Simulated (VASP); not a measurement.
# WS2 in VASP: notebook

WS2 is run at these levels: LDA; tasks: single point.

Everything below comes from runs of VASP 6.6.1. Logs are shortened: lines on timing, memory, paths and dates and some standing lists are left out, and cuts for length are marked.

### Step 1. The cell of the first run

The cell holds a slab with vacuum, 6 atoms: a = 3.119 Å, b = 3.119 Å, c = 20.641 Å, α = 90.00°, β = 90.00°, γ = 120.00°.

### Step 2. Single point, LDA (28.98 Å³/atom)

Input file INCAR:

```
PREC = Accurate
ENCUT = 520
EDIFF = 1E-6
ISMEAR = 0
SIGMA = 0.05
LREAL = False
LASPH = True
NELM = 80
ALGO = Normal
ISIF = 2
LWAVE = False
LCHARG = False
NBANDS = 35
```

Input file KPOINTS:

```
regular mesh
0
Gamma
  12 12 2
```

Input file POSCAR:

```
WS2
1.0
    3.1188552919      0.0000000000      0.0000000000
   -1.5594276460      2.7010079135      0.0000000000
    0.0000000000      0.0000000000     20.6408962075
W S
2 4
Direct
    0.3333333333      0.6666666667      0.6302757360
    0.6666666667      0.3333333333      0.3697242640
    0.3333333333      0.6666666667      0.3028928957
    0.6666666667      0.3333333333      0.5633280735
    0.3333333333      0.6666666667      0.4366719265
    0.6666666667      0.3333333333      0.6971071043
```

Potentials or basis: VASP PAW LDA potentials, release 64 (W_sv, S).

Launch:

```bash
> cat potpaw_LDA.64/W_sv/POTCAR potpaw_LDA.64/S/POTCAR > POTCAR
> mpirun -np 1 vasp_std > vasp.out
```

OUTCAR:

```text
PREC = Accurate
   ENCUT = 520
   EDIFF = 1E-6
   ISMEAR = 0
   LREAL = False
   LASPH = True
   NELM = 80
   ISIF = 2

 ion  position               nearest neighbor table
   1  0.333  0.667  0.630-   6 2.27   6 2.27   6 2.27   4 2.27   4 2.27   4 2.27
   2  0.667  0.333  0.370-   3 2.27   3 2.27   3 2.27   5 2.27   5 2.27   5 2.27
   3  0.333  0.667  0.303-   2 2.27   2 2.27   2 2.27   5 2.76
   4  0.667  0.333  0.563-   1 2.27   1 2.27   1 2.27   6 2.76
   5  0.333  0.667  0.437-   2 2.27   2 2.27   2 2.27   3 2.76
   6  0.667  0.333  0.697-   1 2.27   1 2.27   1 2.27   4 2.76

  LATTYP: Found a hexagonal cell.
 ALAT       =     3.1188552919
 C/A-ratio  =     6.6181000001

  Lattice vectors:

 A1 = (   3.1188552919,   0.0000000000,   0.0000000000)
 A2 = (  -1.5594276460,   2.7010079135,   0.0000000000)
 A3 = (   0.0000000000,   0.0000000000,  20.6408962075)

Analysis of symmetry for initial positions (statically):
=====================================================================
 Subroutine PRICEL returns:
 Original cell was already a primitive cell.

 Routine SETGRP: Setting up the symmetry group for a
 hexagonal supercell.

 Subroutine GETGRP returns: Found 12 space group operations
 (whereof 12 operations were pure point group operations)
 out of a pool of 24 trial point group operations.

The static configuration has the point symmetry D_3d.

Analysis of symmetry for dynamics (positions and initial velocities):
=====================================================================
 Subroutine PRICEL returns:
 Original cell was already a primitive cell.

 Routine SETGRP: Setting up the symmetry group for a
 hexagonal supercell.

 Subroutine GETGRP returns: Found 12 space group operations
 (whereof 12 operations were pure point group operations)
 out of a pool of 24 trial point group operations.

The dynamic configuration has the point symmetry D_3d.

 Subroutine INISYM returns: Found 12 space group operations
 (whereof 12 operations are pure point group operations),
 and found     1 'primitive' translations

----------------------------------------------------------------------------------------

                                     Primitive cell

  volume of cell :     173.8800

  direct lattice vectors                    reciprocal lattice vectors
[... 95 lines left out ...]
   EDIFF  = 0.1E-05   stopping-criterion for ELM
   LREAL  =      F    real-space projection
   EDIFFG = 0.1E-04   stopping-criterion for IOM
   NSW    =      0    number of steps for IOM
   IBRION =     -1    ionic relax: 0-MD 1-quasi-New 2-CG
   NFREE  =      0    steps in history (QN), initial steepest desc. (CG)
   ISIF   =      2    stress and relaxation
   ISYM   =      2    0-nonsym 1-usesym 2-fastsym
   POTIM  = 0.5000    time-step for ionic-motion
   TEBEG  =    0.0;   TEEND  =   0.0 temperature during run
   PSTRESS=    0.0 pullay stress
   NELECT =      52.0000    total number of electrons
   NUPDOWN=      -1.0000    fix difference up-down
   EMIN   =  10.00;   EMAX   =-10.00  energy-range for DOS
   EFERMI =   0.00;   METHOD = LEGACY
   ISMEAR =     0;   SIGMA  =   0.05  broadening in eV -4-tet -1-fermi 0-gaus
   EFERMI_NEDOS =   21; number of points for ismear=-14 and -15
   IALGO  =     38    algorithm
   IMIX   =      4    mixing-type and parameters
     AMIX     =   0.40;   BMIX     =  1.00
     AMIX_MAG =   1.60;   BMIX_MAG =  1.00
  volume/ion in A,a.u.               =      28.98       195.57
  Fermi-wavevector in a.u.,A,eV,Ry     =   1.094778  2.068830 16.307112  1.198539
  Thomas-Fermi vector in A             =   2.231089
   LORBIT       =      0    0 simple, 1 ext, 2 COOP (PROOUT), +10 PAW based schemes
   GGA     = CA    functional components
   LHFCALC =     F    Hartree Fock is set to
   AEXX    =    0.0000 exact exchange contribution
   IVDW    =     0    specifies the selected vdW correction
   LEPSILON=     F    determine dielectric tensor
   LRPA    =     F    only Hartree local field effects (RPA)
 non-spin polarized calculation
 Gauss-broadening in eV      SIGMA  =   0.05
  energy-cutoff  :      520.00
  volume of cell :      173.88
 maximum number of plane-waves:      4720
 NGX is ok and might be reduce to    24
   NGX = 11   NGY = 11   NGZ = 77

 number of electron      51.9999996 magnetization

 Free energy of the ion-electron system (eV)
  ---------------------------------------------------
  ext. energy  EPLUGINS =         0.00000000
  ---------------------------------------------------
  free energy    TOTEN  =       -50.65451803 eV

  energy without entropy =      -50.65299231  energy(sigma->0) =      -50.65375517

 E-fermi :   2.7965     XC(G=0):  -6.8895

 val. band max:        2.7962756471   @ k =   0.3333   0.3333   0.5000
 cond. band min:       3.1875140222   @ k =   0.0000   0.0000   0.5000
 fundamental gap:      0.3912383751
 Fermi energy:         2.7965499492

 k-point     1 :       0.0000    0.0000    0.0000
  band No.  band energies     occupation
      1     -71.6387      2.00000
      2     -71.6387      2.00000
      3     -36.3098      2.00000
      4     -36.3095      2.00000
      5     -36.1532      2.00000
      6     -36.1532      2.00000
[... 901 lines left out ...]
     34       7.2599      0.00000
     35       8.3872      0.00000

 [... further k-points ...]

------------------------ aborting loop because EDIFF is reached ----------------------------------------

  FORCE on cell =-STRESS in cart. coord.  units (eV):
  Direction    XX          YY          ZZ          XY          YZ          ZX
  --------------------------------------------------------------------------------------
  -------------------------------------------------------------------------------------
  Total       12.9801950     12.9801950     28.1698217     -0.0000000      0.0000000      0.0000000
  in kB      119.6030262    119.6030262    259.5643527     -0.0000000      0.0000000      0.0000000
  external PRESSURE =     166.2568017 kB  Pullay stress =       0.0000000 kB

 VOLUME and BASIS-vectors are now :
 -----------------------------------------------------------------------------
  energy-cutoff  :      520.00
  volume of cell :      173.88
      direct lattice vectors                 reciprocal lattice vectors
     3.118855292  0.000000000  0.000000000     0.320630458  0.185116081  0.000000000
    -1.559427646  2.701007913  0.000000000     0.000000000  0.370232162  0.000000000
     0.000000000  0.000000000 20.640896207     0.000000000  0.000000000  0.048447509

 POSITION                                       TOTAL-FORCE (eV/Angst)
 -----------------------------------------------------------------------------------
     -0.00000      1.80067     13.00946         0.000000     -0.000000      0.020628
      1.55943      0.90034      7.63144        -0.000000      0.000000     -0.020628
     -0.00000      1.80067      6.25198         0.000000      0.000000     -4.885700
      1.55943      0.90034     11.62760        -0.000000      0.000000     -4.450845
     -0.00000      1.80067      9.01330         0.000000     -0.000000      4.450845
      1.55943      0.90034     14.38892        -0.000000     -0.000000      4.885700
 -----------------------------------------------------------------------------------
    total drift:                                0.000000      0.000000     -0.000000

  FREE ENERGIE OF THE ION-ELECTRON SYSTEM (eV)
  ---------------------------------------------------
  free  energy   TOTEN  =       -50.6545180278 eV

  energy  without entropy=      -50.6529923098  energy(sigma->0) =      -50.65375517
```

OSZICAR:

```text
N       E                     dE             d eps       ncg     rms          rms(c)
DAV:   1     0.517782115494E+03    0.51778E+03   -0.28390E+04  3036   0.136E+03
DAV:   2    -0.195942734906E+02   -0.53738E+03   -0.52188E+03  3331   0.371E+02
DAV:   3    -0.521520638159E+02   -0.32558E+02   -0.32175E+02  3386   0.903E+01
[... 13 lines left out ...]
DAV:  17    -0.506544513199E+02   -0.30690E-04   -0.13148E-06  2489   0.293E-03    0.219E-03
DAV:  18    -0.506544998805E+02   -0.48561E-04   -0.17896E-06  2242   0.385E-03    0.157E-03
DAV:  19    -0.506545134577E+02   -0.13577E-04   -0.47230E-07  2230   0.180E-03    0.254E-03
DAV:  20    -0.506545176488E+02   -0.41911E-05   -0.17208E-07  1984   0.129E-03    0.615E-04
DAV:  21    -0.506545180278E+02   -0.37901E-06   -0.18897E-08  1698   0.540E-04
   1 F= -.50654518E+02 E0= -.50653755E+02  d E =-.152572E-02
```

Wall time 4.6 min (1 thread of Intel Xeon Platinum 8488C (Sapphire Rapids), shared host); peak memory 0.34 GiB.

Results:

```
Free energy            : -50.6545 eV
Largest force          : 4.886 eV/Å
Band gap on the k mesh : zero (bands 26 and 27 overlap by 0.39 eV)
```

Forces on the atoms (eV/Å):
```
W    0.000  0.000  0.021
W    0.000  0.000 -0.021
S    0.000  0.000 -4.886
S    0.000  0.000 -4.451
S    0.000  0.000  4.451
S    0.000  0.000  4.886
```

Caveat: spin-orbit coupling is left out, which moves the levels of the heavy elements.

### Step 3. Single point, LDA (35.57 Å³/atom)

This run uses another cell than the first one.

Input file INCAR:

```
SYSTEM = WS2
ALGO = Normal
EDIFF = 1E-6
ENCUT = 520
GGA = CA
ISIF = 2
ISMEAR = 0
LASPH = .True.
LCHARG = .False.
LREAL = .False.
LWAVE = .False.
NBANDS = 35
NELM = 60
PREC = Accurate
SIGMA = 0.05
```

Input file KPOINTS:

```
k-points
0
Gamma
  12 12 2
  0 0 0
```

Changes to POSCAR since step 2:

```diff
@@ -2,5 +2,5 @@
 1.0
-    3.1188552919      0.0000000000      0.0000000000
-   -1.5594276460      2.7010079135      0.0000000000
-    0.0000000000      0.0000000000     20.6408962075
+    3.3392185386      0.0000000000      0.0000000000
+   -1.6696092693      2.8918480832      0.0000000000
+    0.0000000000      0.0000000000     22.0992822105
 W S
```

Potentials or basis: VASP PAW LDA potentials, release 64 (W_sv, S).

Launch:

```bash
> cat potpaw_LDA.64/W_sv/POTCAR potpaw_LDA.64/S/POTCAR > POTCAR
> mpirun -np 1 vasp_std > vasp.out
```

It took 8.5 min on 1 thread of Intel Xeon Platinum 8488C (Sapphire Rapids), shared host; peak memory 0.4 GiB.

Results (log left out):

```yaml
Free_energy: -51.6011 eV
Largest_force: 0.262 eV/Å
```

Forces in eV/Å, atoms in the order of the input:
```
W    0.000  0.000  0.015
W    0.000  0.000 -0.015
S    0.000  0.000 -0.262
S    0.000  0.000 -0.179
S    0.000  0.000  0.179
S    0.000  0.000  0.262
```

Levels at points of the mesh, in eV from the Fermi level:
| k point | band 24 | band 25 | band 26 | band 27 | band 28 | band 29 |
| --- | --- | --- | --- | --- | --- | --- |
| (0.00, 0.00, 0.00) | -1.71 | -0.53 | 0.01 | 1.55 | 1.55 | 1.55 |
| (0.50, 0.00, 0.00) | -2.46 | -1.85 | -1.65 | 1.13 | 1.18 | 1.50 |
| (0.00, 0.00, 0.50) | -1.71 | -0.53 | 0.01 | 1.55 | 1.55 | 1.55 |
| (0.50, 0.00, 0.50) | -2.46 | -1.85 | -1.65 | 1.13 | 1.18 | 1.50 |

Caveat: spin-orbit coupling is left out, which moves the levels of the heavy elements.
